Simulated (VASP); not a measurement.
MnFeCl, 6 atoms in the cell. It takes space group P4/nmm (No. 129, tetragonal). The conventional cell has a = 3.916 Å, b = 3.916 Å, c = 6.271 Å, α = 90.00°, β = 90.00°, γ = 90.00°. Within 3.3 Å of Fe (site symmetry -4m2) lie 4 Cl at 2.52 Å and 4 Fe at 2.77 Å and 4 Mn at 2.85 Å. Within 3.3 Å of Cl (site symmetry 4mm) lie 4 Fe at 2.52 Å and 5 Mn at 2.61 to 2.81 Å. Within 3.4 Å of Mn (site symmetry 4mm) lie 5 Cl at 2.61 to 2.81 Å and 4 Fe at 2.85 Å. 

- Program: VASP 6.6.1
- Task: single point
- Functional: PBE
- Potentials or basis: VASP PAW PBE potentials, release 64 (Fe, Cl, Mn_pv)
- Cutoff: 520 eV
- k mesh: 5 × 5 × 3
- Occupations: fermi-dirac, width 0.1 eV
- Spin: no spin polarisation
- Dipole correction: no
- Further INCAR settings: ALGO = Normal; EDIFF = 1e-06; NBANDS = 37

Potentials or basis: VASP PAW PBE potentials, release 64 (Fe, Cl, Mn_pv).

The run is started by

```bash
$ cat potpaw_PBE.64/Fe/POTCAR potpaw_PBE.64/Cl/POTCAR potpaw_PBE.64/Mn_pv/POTCAR > POTCAR
$ mpirun -np 1 vasp_std > vasp.out
```

Hardware: 1 thread of Intel(R) Xeon(R) Platinum 8488C (Sapphire Rapids), with other jobs on the host.

Question: How long does it take, and how much memory?

Answer: Wall time 48 s on 1 thread of Intel(R) Xeon(R) Platinum 8488C (Sapphire Rapids) (shared host), peak memory 0.2 GiB. Counts: scf iterations 20, k points 12.
